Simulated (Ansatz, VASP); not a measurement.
## LaScF: VASP beside Ansatz

```xyz
3
Lattice="3.6498 0.0000 0.0000 -1.8249 3.1608 0.0000 0.0000 0.0000 6.5042" Properties=species:S:1:pos:R:3 pbc="T T T"
La    1.8249    1.0536    0.0000
Sc    0.0000    2.1072    3.2521
F     0.0000    0.0000    3.2521
```

Change from the starting cell: species swapped into the GdCuSi type (P-6m2, No. 187).

Alike in both runs: functional PBE; k mesh 12 × 12 × 8; occupations gaussian, width 0.1 eV; no spin polarisation.

Ansatz relaxed the structure, and its values are those at the end. VASP's run is a single point on that final structure, the one shown.

|  | VASP | Ansatz |
| --- | --- | --- |
| version | VASP 6.6.1 | Ansatz 0.2.0 |
| potentials or method | VASP PAW PBE potentials, release 64 (La, Sc_sv, F), cutoff 520 eV | scalar-relativistic, plane waves, PAW |
| valence electrons in the cell | 29 | 29 |

Ansatz gave:

| Quantity | Value |
| --- | --- |
| gap on the k mesh at the Fermi level (eV) | none |
| pressure (GPa) | 0.0 |

Q: Estimate VASP's values.

A: gap on the k mesh at the Fermi level (eV): none; pressure (GPa): 0.1.

A gap of «none» marks a metal or a gap that the smearing closes.

Spin-orbit coupling is off throughout.
